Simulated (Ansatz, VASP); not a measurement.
Pd: VASP beside Ansatz

```
Pd
1.0
     0.00000    1.92825    1.92825
     1.92825    0.00000    1.92825
     1.92825    1.92825    0.00000
Pd
1
Direct
  0.00000 0.00000 0.00000
```

Alike in both runs: functional PBEsol; dispersion D4; k mesh 18 × 18 × 18; occupations gaussian, width 0.1 eV; no spin polarisation.

Ansatz relaxed the structure, and its values are those at the end. VASP's run is a single point on that final structure, the one shown.

|  | VASP | Ansatz |
| --- | --- | --- |
| version | VASP 6.6.1 | Ansatz 0.2.0 |
| potentials or method | VASP PAW PBE potentials, release 64 (Pd), cutoff 500 eV | scalar-relativistic, plane waves, PAW |
| valence electrons in the cell | 10 | 18 |

|  | VASP | Ansatz | Ansatz less VASP |
| --- | --- | --- | --- |
| gap on the k mesh at the Fermi level (eV) | none | none | - |
| pressure (GPa) | -0.3 | 0.0 | +0.29 |

VASP's potentials were made for PBE, not for PBEsol, and Ansatz warns of the same on its side. A gap of «none» marks a metal or a gap that the smearing closes. VASP's potentials hold 10 valence electrons a cell and Ansatz's 18, so a difference there can come from the potentials and not from the codes.
